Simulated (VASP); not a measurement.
A run of VASP 6.6.1 is set up as follows.

File INCAR:

```
SYSTEM = Pt
PREC     = Accurate       ! precision mode
ENCUT    = 520            ! plane-wave cutoff, eV
EDIFF    = 1E-6           ! SCF threshold, eV
ISMEAR   = 0              ! smearing method
SIGMA    = 0.15           ! smearing width, eV
LREAL    = .False.        ! projectors in reciprocal space
LASPH    = .True.         ! aspherical terms in the spheres
NELM     = 80             ! most SCF steps
ALGO     = Fast           ! electronic algorithm
ISIF     = 2              ! what is computed and relaxed
LWAVE    = .False.        ! write WAVECAR
LCHARG   = .True.         ! write CHGCAR
GGA      = PS             ! functional
LELF     = .True.         ! ELF
LVHAR    = .True.       
NBANDS   = 11             ! bands
```

The input KPOINTS:

```
Automatic mesh
0
Gamma
  26 26 26
  0 0 0
```

POSCAR

```
Pt
1.0
    0.0000000000      1.8610788282      1.9590303455
    1.8610788282      0.0000000000      1.9590303455
    1.8610788282      1.8610788282      0.0000000000
Pt
1
Direct
    0.0000000000      0.0000000000      0.0000000000
```

Potentials or basis: VASP PAW PBE potentials, release 64 (Pt).

The run is started by

```sh
$ cat potpaw_PBE.64/Pt/POTCAR > POTCAR
$ mpirun -np 1 vasp_std > vasp.out
```

**Question.** What does it give for the pressure?

**Answer.** 39.2 GPa.

**Question.** What does it give for the band gap on the k mesh?

**Answer.** Zero (bands 5 and 6 overlap by 3.04 eV).

Stress tensor (GPa, compression positive):
```
42.40  0.00  0.00
 0.00 42.40  0.00
 0.00  0.00 32.72
```

Caveat: the cell differs from its parent crystal (strain -0.050 along x and y, +0.000 along z); the cell stands under pressure; the PAW data sets were made with another functional, which shifts forces and pressure a little; spin-orbit coupling is left out, which moves the levels of the heavy elements.
